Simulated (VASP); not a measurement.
# WC (P1) in VASP: a series of runs

Runs on WC. Level: PBE. Tasks: single point.

All numbers are computed with VASP 6.6.1; they aren't measurements. Logs are shortened: lines on timing, memory, paths and dates and some standing lists are left out, and cuts for length are marked.

## Step 1: The cell of the first run

The typed cell holds 24 atoms: a = 6.314 Å, b = 6.831 Å, c = 6.817 Å, α = 106.49°, β = 105.79°, γ = 94.00°.

## Step 2: Single point, PBE

INCAR

```
SYSTEM = WC
  ALGO = Normal
  EDIFF = 1E-6
  ENCUT = 520
  GGA = PE
  ISIF = 2
  ISMEAR = 0
  ISYM = 0
  LASPH = .True.
  LCHARG = .True.
  LELF = .True.
  LREAL = Auto
  LVHAR = .True.
  LWAVE = .False.
  NBANDS = 126
  NELM = 100
  PREC = Accurate
  SIGMA = 0.1
```

KPOINTS

```
Automatic mesh
0
Gamma
  2 2 2
  0.5 0.5 0.5
```

POSCAR

```
WC
1.0
   -3.1631872253     -4.6414985397     -2.8837863401
   -3.4313601152      4.9694802984     -3.1915556466
    6.2613712150     -0.0682536559     -2.6957617294
W C
12 12
Direct
    0.3691801013      0.2930783342      0.2953300063
    0.4210530316     -0.0550690774      0.4596567283
    0.4171688969      0.4261345412     -0.0744722947
    0.3488593334      0.7873121140      0.8128619041
    0.0046049531      0.5569602421      0.4268918690
    0.7063033311      0.7913275501      0.2220958641
    0.9513452691      0.4766987334      0.8975583502
    0.0788121757      0.9205628300      0.0851710004
    0.6421166686      0.6346551426      0.5899235184
    0.0545831254      0.1864825926      0.4765743867
    0.6996636855      1.1587016303      1.0836458550
    0.8698167887      1.0164903090      0.7259953651
    0.1799718817      0.6612909035      0.2178152062
    0.2087058642      0.1280419431      0.7758038969
    0.7346739600      0.3321537376      0.4220570228
    0.4446422198      0.9835150895      0.1538502964
    0.4161924932      0.6143862289      0.2619856399
    0.1476611032      0.2388227281      0.9767867202
    0.4352232395      0.0868256773      0.7849173901
    0.0631353011      0.8453483141      0.3630911124
    0.3236794894      0.4752006556      0.6050794974
    0.7576840724      0.4796470306      0.1004202118
    0.9923814047      0.7223901913      0.7498217178
    0.7282712366      0.2264596226      0.5800264964
```

Potentials or basis: VASP PAW PBE potentials, release 64 (W_sv, C).

On the command line:

```sh
$ cat potpaw_PBE.64/W_sv/POTCAR potpaw_PBE.64/C/POTCAR > POTCAR
$ mpirun -np 1 vasp_std > vasp.out
```

OUTCAR:

```text
SYSTEM = WC
   EDIFF = 1E-6
   ENCUT = 520
   GGA = PE
   ISIF = 2
   ISMEAR = 0
   ISYM = 0
   LASPH = .True.
   LREAL = Auto
   NELM = 100
   PREC = Accurate

 ion  position               nearest neighbor table
   1  0.369  0.293  0.295-  18 2.15  15 2.20  16 2.20  21 2.23  17 2.28   9 2.71  24 2.71  10 2.77
                             8 2.78  11 2.90   2 2.90   3 2.99   5 3.18
   2  0.421  0.945  0.460-  19 2.13  20 2.17  16 2.22  17 2.27  13 2.28  24 2.42   6 2.80   8 2.81
                             9 2.83  12 2.84   1 2.90  10 2.94   4 3.03
   3  0.417  0.426  0.926-  22 2.10  14 2.15  18 2.22  21 2.23  19 2.27  17 2.29   4 2.81   6 2.85
                            11 2.86   7 2.95   1 2.99  10 3.18   7 3.43
   4  0.349  0.787  0.813-  19 2.15  23 2.16  21 2.17  16 2.22  14 2.60   9 2.78   3 2.81   8 2.86
                             5 2.86  11 3.01   2 3.03   6 3.07   7 3.45  12 3.49
   5  0.005  0.557  0.427-  20 2.16  23 2.20  15 2.20  22 2.23  21 2.25  13 2.26  10 2.68   9 2.82
                             4 2.86   6 2.88  11 3.13   1 3.18   7 3.41
   6  0.706  0.791  0.222-  22 2.14  20 2.15  16 2.21  17 2.24   2 2.80   3 2.85   5 2.88  11 2.92
                             8 2.93   4 3.07  10 3.09   9 3.10  12 3.17   7 3.40
   7  0.951  0.477  0.898-  22 2.08  18 2.21  13 2.22  23 2.22  24 2.34   8 2.89   3 2.95   9 2.95
                            12 2.98  10 3.25  11 3.32   6 3.40   5 3.41   3 3.43   4 3.45
   8  0.079  0.921  0.085-  20 2.12  23 2.19  16 2.21  13 2.26  18 2.53  12 2.73   1 2.78   2 2.81
                            10 2.82   4 2.86   7 2.89   6 2.93  11 2.99
   9  0.642  0.635  0.590-  23 2.14  15 2.26  21 2.26  17 2.26  12 2.67   1 2.71   4 2.78   5 2.82
                             2 2.83   7 2.95   6 3.10
  10  0.055  0.186  0.477-  14 2.17  20 2.25  21 2.30  15 2.30  24 2.36   5 2.68  12 2.76   1 2.77
                             8 2.82  11 2.94   2 2.94   6 3.09   3 3.18   7 3.25
  11  0.700  0.159  0.084-  19 2.15  22 2.16  16 2.17  15 2.22   3 2.86  12 2.88   1 2.90   6 2.92
                            10 2.94   8 2.99   4 3.01   5 3.13   7 3.32
  12  0.870  0.016  0.726-  24 2.09  14 2.12  18 2.20  23 2.23   9 2.67   8 2.73  10 2.76   2 2.84
                            11 2.88   7 2.98   6 3.17   4 3.49
  13  0.180  0.661  0.218-  17 1.51  20 1.71   7 2.22   5 2.26   8 2.26   2 2.28
  14  0.209  0.128  0.776-  19 1.47  18 1.53  12 2.12   3 2.15  10 2.17   4 2.60
  15  0.735  0.332  0.422-  24 1.46   5 2.20   1 2.20  11 2.22   9 2.26  10 2.30
  16  0.445  0.984  0.154-  11 2.17   1 2.20   8 2.21   6 2.21   2 2.22   4 2.22
  17  0.416  0.614  0.262-  13 1.51   6 2.24   9 2.26   2 2.27   1 2.28   3 2.29
  18  0.148  0.239  0.977-  14 1.53   1 2.15  12 2.20   7 2.21   3 2.22   8 2.53
  19  0.435  0.087  0.785-  14 1.47   2 2.13   4 2.15  11 2.15   3 2.27
  20  0.063  0.845  0.363-  13 1.71   8 2.12   6 2.15   5 2.16   2 2.17  10 2.25
  21  0.324  0.475  0.605-   4 2.17   3 2.23   1 2.23   5 2.25   9 2.26  10 2.30
  22  0.758  0.480  0.100-   7 2.08   3 2.10   6 2.14  11 2.16   5 2.23
  23  0.992  0.722  0.750-   9 2.14   4 2.16   8 2.19   5 2.20   7 2.22  12 2.23
  24  0.728  0.226  0.580-  15 1.46  12 2.09   7 2.34  10 2.36   2 2.42   1 2.71

IMPORTANT INFORMATION: All symmetrisations will be switched off!
NOSYMM: (Re-)initialisation of all symmetry stuff for point group C_1.

----------------------------------------------------------------------------------------

                                     Primitive cell

  volume of cell :     267.8085

  direct lattice vectors                    reciprocal lattice vectors
    -3.163187225 -4.641498540 -2.883786340    -0.050836208 -0.109158747 -0.115312077
    -3.431360115  4.969480298 -3.191555647    -0.045986381  0.099263663 -0.109324539
     6.261371215 -0.068253656 -2.695761729     0.108825959 -0.000747469 -0.118166696

  length of vectors
     6.313912081  6.830519316  6.817371880     0.166723805  0.154660521  0.160645623

  position of ions in fractional coordinates (direct lattice)
     0.369180101  0.293078334  0.295330006
     0.421053032  0.944930923  0.459656728
     0.417168897  0.426134541  0.925527705
     0.348859333  0.787312114  0.812861904
     0.004604953  0.556960242  0.426891869
     0.706303331  0.791327550  0.222095864
[... 16 lines left out ...]
     0.992381405  0.722390191  0.749821718
     0.728271237  0.226459623  0.580026496

  ion indices of the primitive-cell ions
   primitive index   ion index
                 1           1
                 2           2
                 3           3
                 4           4
                 5           5
                 6           6
[... 16 lines left out ...]
                23          23
                24          24

----------------------------------------------------------------------------------------

 KPOINTS: Automatic mesh

Automatic generation of k-mesh.
 Grid dimensions read from file:
 generate k-points for:    2    2    2

 Generating k-lattice:

  Cartesian coordinates                     Fractional coordinates (reciprocal lattice)
    -0.025418104 -0.054579374 -0.057656038     0.500000000  0.000000000  0.000000000
    -0.022993190  0.049631831 -0.054662270     0.000000000  0.500000000  0.000000000
     0.054412979 -0.000373735 -0.059083348    -0.000000000  0.000000000  0.500000000

  Length of vectors
     0.083361902  0.077330261  0.080322811

  Shift w.r.t. Gamma in fractional coordinates (k-lattice)
     0.500000000  0.500000000  0.500000000

 Subroutine IBZKPT returns following result:
 ===========================================

 Found      4 irreducible k-points:

 Following reciprocal coordinates:
            Coordinates               Weight
  0.250000  0.250000  0.250000      2.000000
 -0.250000  0.250000  0.250000      2.000000
  0.250000 -0.250000  0.250000      2.000000
 -0.250000 -0.250000  0.250000      2.000000
   k-points           NKPTS =      4   k-points in BZ     NKDIM =      4   number of bands    NBANDS=    126
   number of dos      NEDOS =    301   number of ions     NIONS =     24
   total plane-waves  NPLWV = 139968
   dimension x,y,z NGX =    48 NGY =   54 NGZ =   54
   dimension x,y,z NGXF=    96 NGYF=  108 NGZF=  108
   ions per type =              12  12
   NGX,Y,Z   is equivalent  to a cutoff of  12.64, 13.14, 13.17 a.u.
   NGXF,Y,Z  is equivalent  to a cutoff of  25.28, 26.29, 26.34 a.u.
 SYSTEM =  WC
   PREC   = accura    normal or accurate (medium, high low for compatibility)
   ISTART =      0    job   : 0-new  1-cont  2-samecut
   ICHARG =      2    charge: 1-file 2-atom 10-const
   ISPIN  =      1    spin polarized calculation?
   LNONCOLLINEAR =      F non collinear calculations
   LSORBIT =      F    spin-orbit coupling
   LASPH  =      T    aspherical Exc in radial PAW
   ENCUT  =  520.0 eV  38.22 Ry    6.18 a.u.  11.74 12.70 12.68*2*pi/ulx,y,z
   NELM   =    100;   NELMIN=  2; NELMDL= -5     # of ELM steps
   EDIFF  = 0.1E-05   stopping-criterion for ELM
   LREAL  =      T    real-space projection
   EDIFFG = 0.1E-04   stopping-criterion for IOM
   NSW    =      0    number of steps for IOM
   IBRION =     -1    ionic relax: 0-MD 1-quasi-New 2-CG
   NFREE  =      0    steps in history (QN), initial steepest desc. (CG)
   ISIF   =      2    stress and relaxation
   ISYM   =      0    0-nonsym 1-usesym 2-fastsym
   POTIM  = 0.5000    time-step for ionic-motion
   TEBEG  =    0.0;   TEEND  =   0.0 temperature during run
   PSTRESS=    0.0 pullay stress
   NELECT =     216.0000    total number of electrons
   NUPDOWN=      -1.0000    fix difference up-down
   EMIN   =  10.00;   EMAX   =-10.00  energy-range for DOS
   EFERMI =   0.00;   METHOD = LEGACY
   ISMEAR =     0;   SIGMA  =   0.10  broadening in eV -4-tet -1-fermi 0-gaus
   EFERMI_NEDOS =   21; number of points for ismear=-14 and -15
   IALGO  =     38    algorithm
   IMIX   =      4    mixing-type and parameters
     AMIX     =   0.40;   BMIX     =  1.00
     AMIX_MAG =   1.60;   BMIX_MAG =  1.00
  volume/ion in A,a.u.               =      11.16        75.30
  Fermi-wavevector in a.u.,A,eV,Ry     =   1.523882  2.879719 31.595663  2.322216
  Thomas-Fermi vector in A             =   2.632265
   LORBIT       =      0    0 simple, 1 ext, 2 COOP (PROOUT), +10 PAW based schemes
   GGA     = PE    functional components
   LHFCALC =     F    Hartree Fock is set to
   AEXX    =    0.0000 exact exchange contribution
   IVDW    =     0    specifies the selected vdW correction
   LEPSILON=     F    determine dielectric tensor
   LRPA    =     F    only Hartree local field effects (RPA)
 non-spin polarized calculation
 Gauss-broadening in eV      SIGMA  =   0.10
  energy-cutoff  :      520.00
  volume of cell :      267.81
 maximum number of plane-waves:      7214
 NGX is ok and might be reduce to    48
   NGX = 23   NGY = 25   NGZ = 25

 number of electron     216.0000007 magnetization

 Free energy of the ion-electron system (eV)
  ---------------------------------------------------
  ext. energy  EPLUGINS =         0.00000000
  ---------------------------------------------------
  free energy    TOTEN  =      -254.15473563 eV

  energy without entropy =     -254.13218350  energy(sigma->0) =     -254.14345956

 E-fermi :  10.7100     XC(G=0): -13.3257

 val. band max:       10.6266722810   @ k =   0.2500  -0.2500   0.2500
 cond. band min:      10.7828667398   @ k =   0.2500   0.2500   0.2500
 fundamental gap:      0.1561944588
 Fermi energy:        10.7099523957

 k-point     1 :       0.2500    0.2500    0.2500
  band No.  band energies     occupation
      1     -64.0023      2.00000
      2     -63.9222      2.00000
      3     -63.8390      2.00000
      4     -63.7507      2.00000
      5     -63.6982      2.00000
      6     -63.6848      2.00000
[... 112 lines left out ...]
    119      12.4135      0.00000
    120      12.6450      0.00000

 k-point     2 :      -0.2500    0.2500    0.2500
  band No.  band energies     occupation
      1     -64.0023      2.00000
      2     -63.9222      2.00000
      3     -63.8390      2.00000
      4     -63.7508      2.00000
      5     -63.6975      2.00000
      6     -63.6856      2.00000
[... 112 lines left out ...]
    119      12.4322      0.00000
    120      12.7156      0.00000

 k-point     3 :       0.2500   -0.2500    0.2500
  band No.  band energies     occupation
      1     -64.0023      2.00000
      2     -63.9222      2.00000
      3     -63.8390      2.00000
      4     -63.7510      2.00000
      5     -63.6968      2.00000
      6     -63.6855      2.00000
[... 112 lines left out ...]
    119      12.5620      0.00000
    120      12.6092      0.00000

 k-point     4 :      -0.2500   -0.2500    0.2500
  band No.  band energies     occupation
      1     -64.0023      2.00000
      2     -63.9222      2.00000
      3     -63.8391      2.00000
      4     -63.7509      2.00000
      5     -63.6962      2.00000
      6     -63.6862      2.00000
[... 112 lines left out ...]
    119      12.4657      0.00000
    120      12.6525      0.00000
 [bands above 120 left out]

------------------------ aborting loop because EDIFF is reached ----------------------------------------

  FORCE on cell =-STRESS in cart. coord.  units (eV):
  Direction    XX          YY          ZZ          XY          YZ          ZX
  --------------------------------------------------------------------------------------
  -------------------------------------------------------------------------------------
  Total        1.1195674      1.2228955      1.2889696     -0.0283137      0.0241695      0.1539304
  in kB        6.6978654      7.3160305      7.7113220     -0.1693879      0.1445950      0.9208963
  external PRESSURE =       7.2417393 kB  Pullay stress =       0.0000000 kB

 VOLUME and BASIS-vectors are now :
 -----------------------------------------------------------------------------
  energy-cutoff  :      520.00
  volume of cell :      267.81
      direct lattice vectors                 reciprocal lattice vectors
    -3.163187225 -4.641498540 -2.883786340    -0.050836208 -0.109158747 -0.115312077
    -3.431360115  4.969480298 -3.191555647    -0.045986381  0.099263663 -0.109324539
     6.261371215 -0.068253656 -2.695761729     0.108825959 -0.000747469 -0.118166696

 POSITION                                       TOTAL-FORCE (eV/Angst)
 -----------------------------------------------------------------------------------
     -0.32427     -0.27726     -2.79615        -0.007217     -0.009281      0.020355
     -1.69619      2.71013     -5.46915        -0.007648     -0.005756     -0.070656
      3.01327      0.11821     -5.05806        -0.006422      0.025794     -0.018722
      1.28457      2.23782     -5.71007        -0.010491     -0.019837      0.006455
      0.74723      2.71729     -2.94165         0.002556      0.010448      0.012904
     -3.55887      0.63902     -5.16111        -0.036724      0.011757     -0.013169
[... 16 lines left out ...]
     -0.92296     -1.06741     -7.18871         0.001246      0.007778     -0.017447
      0.55104     -2.29447     -4.38655         0.013154      0.011876     -0.003517
 -----------------------------------------------------------------------------------
    total drift:                                0.009539     -0.023377      0.010297

  FREE ENERGIE OF THE ION-ELECTRON SYSTEM (eV)
  ---------------------------------------------------
  free  energy   TOTEN  =      -254.1547356260 eV

  energy  without entropy=     -254.1321835026  energy(sigma->0) =     -254.14345956
```

It took 5.6 min on 1 thread of Intel Xeon Platinum 8259CL at 2.50GHz (Skylake/Cascade Lake), shared host; peak memory 0.4 GiB.

Results:

```yaml
Free_energy: -254.1547 eV
Pressure: 0.7 GPa
Largest_force: 0.071 eV/Å
Band_gap_on_the_k_mesh: zero (bands 108 and 109 overlap by 0.16 eV)
```

Forces in eV/Å, atoms in the order of the input:
```
W   -0.007 -0.009  0.020
W   -0.008 -0.006 -0.071
W   -0.006  0.026 -0.019
W   -0.010 -0.020  0.006
W    0.003  0.010  0.013
W   -0.037  0.012 -0.013
W   -0.035  0.000 -0.004
W   -0.003  0.042  0.047
W    0.012  0.011 -0.019
W    0.003  0.025 -0.003
W   -0.007 -0.032  0.006
W   -0.006  0.014  0.010
C   -0.004 -0.016  0.020
C    0.012  0.010  0.037
C    0.002 -0.006  0.007
C    0.006 -0.001  0.011
C   -0.009 -0.007  0.003
C    0.053  0.032 -0.020
C   -0.022 -0.062 -0.015
C    0.034 -0.009  0.006
C   -0.004 -0.018  0.005
C    0.021 -0.017 -0.006
C    0.001  0.008 -0.017
C    0.013  0.012 -0.004
```

Caveat: the k points lie up to 0.52 Å⁻¹ apart; spin-orbit coupling is left out, which moves the levels of the heavy elements.

(Part 1 of 2 ends here.)
